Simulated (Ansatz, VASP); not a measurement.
# Two plane-wave programs on ZrB

```
CELL_PARAMETERS angstrom
0.00000 2.41539 2.50403
2.30259 0.00000 2.50403
2.30259 2.41539 0.00000
ATOMIC_POSITIONS crystal
Zr 0.00000 0.00000 0.00000
B 0.50000 0.50000 0.50000
```

Change from the starting cell: normal strain along x -0.0467, normal strain along z +0.0367.

Alike in both runs: task single point; functional LDA; k mesh 16 × 16 × 16; occupations gaussian, width 0.15 eV; no spin polarisation.

```csv
,VASP,Ansatz
version,VASP 6.6.1,Ansatz 0.2.0
potentials or method,"VASP PAW LDA potentials, release 64 (Zr_sv, B), cutoff 520 eV","scalar-relativistic, plane waves, PAW"
valence electrons in the cell,15,15
```

```csv
,VASP,Ansatz,Ansatz less VASP
gap on the k mesh at the Fermi level (eV),none,none,-
pressure (GPa),3.9,3.6,-0.35
"traceless stress, the component that is largest in VASP (GPa)",15.53,15.48,-0.051
```

LDA's correlation is that of Perdew and Zunger in VASP and of Perdew and Wang (1992) in Ansatz. A gap of «none» marks a metal or a gap that the smearing closes.
